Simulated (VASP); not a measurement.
# BaTiO3 (R3m) in VASP: a series of runs

The runs below take BaTiO3 through single point, with r2SCAN.

Program: VASP 6.6.1. These are calculated values, not measurements. Logs are shortened: lines on timing, memory, paths and dates and some standing lists are left out, and cuts for length are marked.

## (1) The cell of the first run

The structure is trigonal, space group R3m (No. 160). Conventional cell: a = 5.648 Å, b = 5.648 Å, c = 6.918 Å, α = 90.00°, β = 90.00°, γ = 120.00°. Within 3.7 Å of Ba (site symmetry 3m) lie 12 O at 2.82 Å and 8 Ti at 3.31 to 3.61 Å. Within 2.5 Å of Ti (site symmetry 3m) lie 6 O at 1.91 to 2.09 Å. O (site symmetry m) has 2 Ti at 1.91 to 2.09 Å within 2.5 Å.

## (2) Single point, r2SCAN (atom 2 (Ti) moved -0.150 Å along Cartesian [1 1 1])

File POSCAR:

```
BaTiO3
1.0
    3.9939696187      0.0000000000      0.0000000000
    0.0000000000      3.9939696187      0.0000000000
    0.0000000000      0.0000000000      3.9941038410
Ba Ti O
1 1 3
Direct
    0.0000000000      0.0000000000      0.0000000000
    0.4783166752      0.4783166752      0.4783174039
    0.5000000000      0.5000000000      0.0000000000
    0.5000000000      0.0000000000      0.5000000000
    0.0000000000      0.5000000000      0.5000000000
```

File INCAR.step1:

```
PREC     = Accurate       # precision mode
ENCUT    = 520            # plane-wave cutoff, eV
ISMEAR   = 0              # smearing method
SIGMA    = 0.05           # smearing width, eV
LREAL    = False          # projectors in reciprocal space
LASPH    = True           # aspherical terms in the spheres
NELM     = 60             # most SCF steps
NBANDS   = 28             # bands
GGA      = PE             # functional
ALGO     = Normal         # electronic algorithm
EDIFF    = 1E-4           # SCF threshold, eV
LWAVE    = True           # write WAVECAR
LCHARG   = False          # write CHGCAR
```

File INCAR.step2:

```
PREC     = Accurate       # precision mode
ENCUT    = 520            # plane-wave cutoff, eV
EDIFF    = 1E-6           # SCF threshold, eV
ISMEAR   = 0              # smearing method
SIGMA    = 0.05           # smearing width, eV
LREAL    = False          # projectors in reciprocal space
LASPH    = True           # aspherical terms in the spheres
NELM     = 60             # most SCF steps
ALGO     = Normal         # electronic algorithm
ISIF     = 2              # what is computed and relaxed
LWAVE    = False          # write WAVECAR
LCHARG   = False          # write CHGCAR
METAGGA  = R2SCAN         # meta-GGA
LMIXTAU  = True         
NBANDS   = 28             # bands
ISTART   = 1
```

File KPOINTS:

```
regular mesh
0
Gamma
  8 8 8
```

Potentials or basis: VASP PAW PBE potentials, release 64 (Ba_sv, Ti_sv, O).

On the command line:

```bash
cat potpaw_PBE.64/Ba_sv/POTCAR potpaw_PBE.64/Ti_sv/POTCAR potpaw_PBE.64/O/POTCAR > POTCAR
cp INCAR.step1 INCAR
mpirun -np 1 vasp_std > vasp.out
cp INCAR.step2 INCAR
mpirun -np 1 vasp_std > vasp.out
```

OUTCAR:

```text
PREC = Accurate
   ENCUT = 520
   EDIFF = 1E-6
   ISMEAR = 0
   LREAL = False
   LASPH = True
   NELM = 60
   ISIF = 2
   METAGGA = R2SCAN
   ISTART = 1

 ion  position               nearest neighbor table
   1  0.000  0.000  0.000-   3 2.82   3 2.82   3 2.82   3 2.82   5 2.82   4 2.82   5 2.82   5 2.82
                             5 2.82   4 2.82   4 2.82   4 2.82   2 3.31   2 3.41   2 3.41   2 3.41
   2  0.478  0.478  0.478-   4 1.91   5 1.91   3 1.91   4 2.09   5 2.09   3 2.09   1 3.31   1 3.41
                             1 3.41   1 3.41   1 3.51   1 3.51   1 3.51   1 3.61
   3  0.500  0.500  0.000-   2 1.91   2 2.09   1 2.82   1 2.82   1 2.82   1 2.82
   4  0.500  0.000  0.500-   2 1.91   2 2.09   1 2.82   1 2.82   1 2.82   1 2.82
   5  0.000  0.500  0.500-   2 1.91   2 2.09   1 2.82   1 2.82   1 2.82   1 2.82

  LATTYP: Found a simple tetragonal cell.
 ALAT       =     3.9939696187
 C/A-ratio  =     1.0000336062

  Lattice vectors:

 A1 = (   3.9939696187,   0.0000000000,   0.0000000000)
 A2 = (   0.0000000000,   3.9939696187,   0.0000000000)
 A3 = (   0.0000000000,   0.0000000000,   3.9941038410)

Analysis of symmetry for initial positions (statically):
=====================================================================
 Subroutine PRICEL returns:
 Original cell was already a primitive cell.

 Routine SETGRP: Setting up the symmetry group for a
 simple tetragonal supercell.

 Subroutine GETGRP returns: Found  2 space group operations
 (whereof  2 operations were pure point group operations)
 out of a pool of 16 trial point group operations.

The static configuration has the point symmetry C_1h.

Analysis of symmetry for dynamics (positions and initial velocities):
=====================================================================
 Subroutine PRICEL returns:
 Original cell was already a primitive cell.

 Routine SETGRP: Setting up the symmetry group for a
 simple tetragonal supercell.

 Subroutine GETGRP returns: Found  2 space group operations
 (whereof  2 operations were pure point group operations)
 out of a pool of 16 trial point group operations.

The dynamic configuration has the point symmetry C_1h.

 Subroutine INISYM returns: Found  2 space group operations
 (whereof  2 operations are pure point group operations),
 and found     1 'primitive' translations

[... 100 lines left out ...]
   EDIFF  = 0.1E-05   stopping-criterion for ELM
   LREAL  =      F    real-space projection
   EDIFFG = 0.1E-04   stopping-criterion for IOM
   NSW    =      0    number of steps for IOM
   IBRION =     -1    ionic relax: 0-MD 1-quasi-New 2-CG
   NFREE  =      0    steps in history (QN), initial steepest desc. (CG)
   ISIF   =      2    stress and relaxation
   ISYM   =      2    0-nonsym 1-usesym 2-fastsym
   POTIM  = 0.5000    time-step for ionic-motion
   TEBEG  =    0.0;   TEEND  =   0.0 temperature during run
   PSTRESS=    0.0 pullay stress
   NELECT =      40.0000    total number of electrons
   NUPDOWN=      -1.0000    fix difference up-down
   EMIN   =  10.00;   EMAX   =-10.00  energy-range for DOS
   EFERMI =   0.00;   METHOD = LEGACY
   ISMEAR =     0;   SIGMA  =   0.05  broadening in eV -4-tet -1-fermi 0-gaus
   EFERMI_NEDOS =   21; number of points for ismear=-14 and -15
   IALGO  =     38    algorithm
   IMIX   =      4    mixing-type and parameters
     AMIX     =   0.40;   BMIX     =  1.00
     AMIX_MAG =   1.60;   BMIX_MAG =  1.00
  volume/ion in A,a.u.               =      12.74        85.99
  Fermi-wavevector in a.u.,A,eV,Ry     =   1.401797  2.649013 26.735932  1.965036
  Thomas-Fermi vector in A             =   2.524623
   LORBIT       =      0    0 simple, 1 ext, 2 COOP (PROOUT), +10 PAW based schemes
   METAGGA = R2SCAN    functional components
   LHFCALC =     F    Hartree Fock is set to
   AEXX    =    0.0000 exact exchange contribution
   IVDW    =     0    specifies the selected vdW correction
   LEPSILON=     F    determine dielectric tensor
   LRPA    =     F    only Hartree local field effects (RPA)
 non-spin polarized calculation
 Gauss-broadening in eV      SIGMA  =   0.05
  energy-cutoff  :      520.00
  volume of cell :       63.71
 maximum number of plane-waves:      1747
 NGX is ok and might be reduce to    30
   NGX = 15   NGY = 15   NGZ = 15

 number of electron      39.9999984 magnetization

 Free energy of the ion-electron system (eV)
  ---------------------------------------------------
  ext. energy  EPLUGINS =         0.00000000
  ---------------------------------------------------
  free energy    TOTEN  =       -74.21478155 eV

  energy without entropy =      -74.21478155  energy(sigma->0) =      -74.21478155

 E-fermi :   3.9655     XC(G=0): -11.9486

 val. band max:        3.5517807415   @ k =   0.5000   0.5000   0.5000
 cond. band min:       6.0358474656   @ k =   0.0000   0.0000   0.0000
 fundamental gap:      2.4840667241
 Fermi energy:         3.9655162487

 k-point     1 :       0.0000    0.0000    0.0000
  band No.  band energies     occupation
      1     -55.1250      2.00000
      2     -30.3083      2.00000
      3     -30.3053      2.00000
      4     -30.3053      2.00000
      5     -21.9050      2.00000
      6     -14.2930      2.00000
[... 733 lines left out ...]
     27       9.7818      0.00000
     28      12.4970      0.00000

 [... further k-points ...]

------------------------ aborting loop because EDIFF is reached ----------------------------------------

  FORCE on cell =-STRESS in cart. coord.  units (eV):
  Direction    XX          YY          ZZ          XY          YZ          ZX
  --------------------------------------------------------------------------------------
  -------------------------------------------------------------------------------------
  Total        1.3159573      1.3159573      1.3131100      0.1593989      0.1594210      0.1594278
  in kB       33.0920391     33.0920391     33.0204380      4.0083620      4.0089191      4.0090898
  external PRESSURE =      33.0681721 kB  Pullay stress =       0.0000000 kB

 VOLUME and BASIS-vectors are now :
 -----------------------------------------------------------------------------
  energy-cutoff  :      520.00
  volume of cell :       63.71
      direct lattice vectors                 reciprocal lattice vectors
     3.993969619  0.000000000  0.000000000     0.250377468  0.000000000  0.000000000
     0.000000000  3.993969619  0.000000000     0.000000000  0.250377468  0.000000000
     0.000000000  0.000000000  3.994103841     0.000000000  0.000000000  0.250369054

 POSITION                                       TOTAL-FORCE (eV/Angst)
 -----------------------------------------------------------------------------------
      0.00000      0.00000      0.00000        -0.333286     -0.333286     -0.333317
      1.91038      1.91038      1.91045         0.207503      0.207503      0.207245
      1.99698      1.99698      0.00000        -0.087584     -0.087584      0.301189
      1.99698      0.00000      1.99705        -0.087536      0.300903     -0.087558
      0.00000      1.99698      1.99705         0.300903     -0.087536     -0.087558
 -----------------------------------------------------------------------------------
    total drift:                                0.002787      0.002787      0.002796

  FREE ENERGIE OF THE ION-ELECTRON SYSTEM (eV)
  ---------------------------------------------------
  free  energy   TOTEN  =       -74.2147815474 eV

  energy  without entropy=      -74.2147815474  energy(sigma->0) =      -74.21478155
```

OSZICAR.step1:

```text
N       E                     dE             d eps       ncg     rms          rms(c)
DAV:   1     0.439755501137E+03    0.43976E+03   -0.20893E+04  8400   0.156E+03
DAV:   2    -0.327891517441E+01   -0.44303E+03   -0.42185E+03  9564   0.431E+02
DAV:   3    -0.484819489090E+02   -0.45203E+02   -0.44762E+02 11584   0.135E+02
DAV:   4    -0.506489752959E+02   -0.21670E+01   -0.21623E+01 12752   0.254E+01
DAV:   5    -0.507121082180E+02   -0.63133E-01   -0.63121E-01 11260   0.336E+00    0.234E+01
DAV:   6    -0.401156855869E+02    0.10596E+02   -0.56218E+01 12276   0.676E+01    0.995E+00
DAV:   7    -0.401087026530E+02    0.69829E-02   -0.10526E+01 11368   0.238E+01    0.701E+00
DAV:   8    -0.399369155177E+02    0.17179E+00   -0.61610E-01 10268   0.718E+00    0.360E+00
DAV:   9    -0.399711494539E+02   -0.34234E-01   -0.34345E-01 12236   0.499E+00    0.152E+00
DAV:  10    -0.399492765088E+02    0.21873E-01   -0.15479E-01  9992   0.415E+00    0.546E-01
DAV:  11    -0.399457538434E+02    0.35227E-02   -0.17076E-02 11236   0.844E-01    0.128E-01
DAV:  12    -0.399458866327E+02   -0.13279E-03   -0.16556E-03 10720   0.373E-01    0.113E-01
DAV:  13    -0.399457186442E+02    0.16799E-03   -0.66294E-04  9220   0.277E-01    0.144E-02
DAV:  14    -0.399457218428E+02   -0.31985E-05   -0.27674E-05  5496   0.390E-02
   1 F= -.39945722E+02 E0= -.39945722E+02  d E =-.317845E-28
```

It took 21 min on 1 thread of Oxide Virtual Turin-like, shared host; peak memory 0.33 GiB.

What came out:

| Property | Result |
| --- | --- |
| Free energy | -74.2148 eV |
| Pressure | 3.3 GPa |
| Largest force | 0.577 eV/Å |
| Band gap on the k mesh | 2.48 eV (least direct gap 2.78 eV) |

Forces on the atoms (eV/Å):
```
Ba  -0.333 -0.333 -0.333
Ti   0.208  0.208  0.207
O   -0.088 -0.088  0.301
O   -0.088  0.301 -0.088
O    0.301 -0.088 -0.088
```

Stress tensor (GPa, compression positive):
```
3.31 0.40 0.40
0.40 3.31 0.40
0.40 0.40 3.30
```

Caveat: the cell differs from its parent crystal (atom 2 (Ti) moved -0.150 Å along Cartesian [1 1 1]); the cell stands under pressure; the PAW data sets were made with another functional, which shifts forces and pressure a little; spin-orbit coupling is left out, which moves the levels of the heavy elements. A k mesh can miss the band edges.

## (3) Single point, r2SCAN (atom 2 (Ti) moved +0.375 Å along Cartesian [1 1 1])

POSCAR, as its differences from that of step 2:

```diff
@@ -9,3 +9,3 @@
     0.0000000000      0.0000000000      0.0000000000
-    0.4783166752      0.4783166752      0.4783174039
+    0.5542083119      0.5542083119      0.5542064903
     0.5000000000      0.5000000000      0.0000000000
```

File INCAR.step1:

```
SYSTEM = BaTiO3
  PREC = Accurate
  ENCUT = 520
  ISMEAR = 0
  SIGMA = 0.05
  LREAL = .FALSE.
  LASPH = .TRUE.
  NELM = 100
  NBANDS = 28
  GGA = PE
  ALGO = Normal
  EDIFF = 1E-4
  LWAVE = .TRUE.
  LCHARG = .FALSE.
```

File INCAR.step2:

```
SYSTEM = BaTiO3
  PREC = Accurate
  ENCUT = 520
  EDIFF = 1E-6
  ISMEAR = 0
  SIGMA = 0.05
  LREAL = .FALSE.
  LASPH = .TRUE.
  NELM = 100
  ALGO = Normal
  ISIF = 2
  LWAVE = .FALSE.
  LCHARG = .FALSE.
  METAGGA = R2SCAN
  LMIXTAU = .TRUE.
  NBANDS = 28
  ISTART = 1
```

File KPOINTS:

```
Automatic mesh
0
G
  8 8 8
  0 0 0
```

Potentials or basis: VASP PAW PBE potentials, release 64 (Ba_sv, Ti_sv, O).

On the command line:

```bash
cat potpaw_PBE.64/Ba_sv/POTCAR potpaw_PBE.64/Ti_sv/POTCAR potpaw_PBE.64/O/POTCAR > POTCAR
cp INCAR.step1 INCAR
mpirun -np 1 vasp_std > vasp.out
cp INCAR.step2 INCAR
mpirun -np 1 vasp_std > vasp.out
```

OUTCAR:

```text
SYSTEM = BaTiO3
   PREC = Accurate
   ENCUT = 520
   EDIFF = 1E-6
   ISMEAR = 0
   LREAL = .FALSE.
   LASPH = .TRUE.
   NELM = 100
   ISIF = 2
   METAGGA = R2SCAN
   ISTART = 1

 ion  position               nearest neighbor table
   1  0.000  0.000  0.000-   3 2.82   3 2.82   3 2.82   3 2.82   5 2.82   4 2.82   5 2.82   5 2.82
                             5 2.82   4 2.82   4 2.82   4 2.82   2 3.08   2 3.35   2 3.35   2 3.35
   2  0.554  0.554  0.554-   4 1.81   5 1.81   3 1.81   4 2.23   5 2.23   3 2.23   1 3.08   1 3.35
[... 954 lines left out ...]
  -------------------------------------------------------------------------------------
  Total        4.0002003      4.0002003      3.9971641      0.5112881      0.5115122      0.5115281
  in kB      100.5920024    100.5920024    100.5156516     12.8572286     12.8628659     12.8632651
  external PRESSURE =     100.5665522 kB  Pullay stress =       0.0000000 kB

 VOLUME and BASIS-vectors are now :
 -----------------------------------------------------------------------------
  energy-cutoff  :      520.00
  volume of cell :       63.71
      direct lattice vectors                 reciprocal lattice vectors
     3.993969619  0.000000000  0.000000000     0.250377468  0.000000000  0.000000000
     0.000000000  3.993969619  0.000000000     0.000000000  0.250377468  0.000000000
     0.000000000  0.000000000  3.994103841     0.000000000  0.000000000  0.250369054

 POSITION                                       TOTAL-FORCE (eV/Angst)
 -----------------------------------------------------------------------------------
      0.00000      0.00000      0.00000         0.904992      0.904992      0.905062
      2.21349      2.21349      2.21356        -1.899735     -1.899735     -1.898790
      1.99698      1.99698      0.00000         0.261318      0.261318      0.471317
      1.99698      0.00000      1.99705         0.261179      0.472246      0.261205
      0.00000      1.99698      1.99705         0.472246      0.261179      0.261205
 -----------------------------------------------------------------------------------
    total drift:                               -0.008039     -0.008039     -0.008036

  FREE ENERGIE OF THE ION-ELECTRON SYSTEM (eV)
  ---------------------------------------------------
  free  energy   TOTEN  =       -73.8595571356 eV

  energy  without entropy=      -73.8595571356  energy(sigma->0) =      -73.85955714
```

OUTCAR.step1:

```text
SYSTEM = BaTiO3
   PREC = Accurate
   ENCUT = 520
   ISMEAR = 0
   LREAL = .FALSE.
   LASPH = .TRUE.
[... 980 lines left out ...]
      1.99698      1.99698      0.00000         0.209525      0.209525      0.519523
      1.99698      0.00000      1.99705         0.209364      0.520399      0.209378
      0.00000      1.99698      1.99705         0.520399      0.209364      0.209378
 -----------------------------------------------------------------------------------
    total drift:                                0.003119      0.003119      0.003152

  FREE ENERGIE OF THE ION-ELECTRON SYSTEM (eV)
  ---------------------------------------------------
  free  energy   TOTEN  =       -39.6190568283 eV

  energy  without entropy=      -39.6190568283  energy(sigma->0) =      -39.61905683
```

OSZICAR.step1:

```text
N       E                     dE             d eps       ncg     rms          rms(c)
DAV:   1     0.443962121283E+03    0.44396E+03   -0.20911E+04  8400   0.156E+03
DAV:   2    -0.244358975179E+01   -0.44641E+03   -0.42440E+03  9668   0.432E+02
DAV:   3    -0.473190624498E+02   -0.44875E+02   -0.44453E+02 11600   0.136E+02
DAV:   4    -0.494755242587E+02   -0.21565E+01   -0.21513E+01 12736   0.256E+01
DAV:   5    -0.495315407982E+02   -0.56017E-01   -0.56008E-01 11248   0.335E+00    0.257E+01
DAV:   6    -0.399017736284E+02    0.96298E+01   -0.53726E+01 12928   0.714E+01    0.109E+01
DAV:   7    -0.398039175387E+02    0.97856E-01   -0.12756E+01 11540   0.281E+01    0.847E+00
DAV:   8    -0.396023826981E+02    0.20153E+00   -0.66671E-01 10628   0.863E+00    0.383E+00
DAV:   9    -0.396378041617E+02   -0.35421E-01   -0.30076E-01 12460   0.483E+00    0.147E+00
DAV:  10    -0.396207278129E+02    0.17076E-01   -0.11817E-01  9948   0.372E+00    0.418E-01
DAV:  11    -0.396191641668E+02    0.15636E-02   -0.11801E-02 10776   0.680E-01    0.136E-01
DAV:  12    -0.396191480269E+02    0.16140E-04   -0.20369E-03 11676   0.410E-01    0.949E-02
DAV:  13    -0.396190568283E+02    0.91199E-04   -0.47056E-04  9440   0.243E-01
   1 F= -.39619057E+02 E0= -.39619057E+02  d E =-.821972E-17
```

It took 19 min on 1 thread of Oxide Virtual Turin-like, shared host; peak memory 0.34 GiB.

Results:

* Free energy: -73.8596 eV
* Pressure: 10.1 GPa
* Largest force: 3.290 eV/Å
* Band gap on the k mesh: 3.62 eV (least direct gap 4.22 eV)

Forces on the atoms (eV/Å):
```
Ba   0.905  0.905  0.905
Ti  -1.900 -1.900 -1.899
O    0.261  0.261  0.471
O    0.261  0.472  0.261
O    0.472  0.261  0.261
```

Caveat: the cell differs from its parent crystal (atom 2 (Ti) moved +0.375 Å along Cartesian [1 1 1]); the cell stands under pressure; the PAW data sets were made with another functional, which shifts forces and pressure a little; spin-orbit coupling is left out, which moves the levels of the heavy elements.
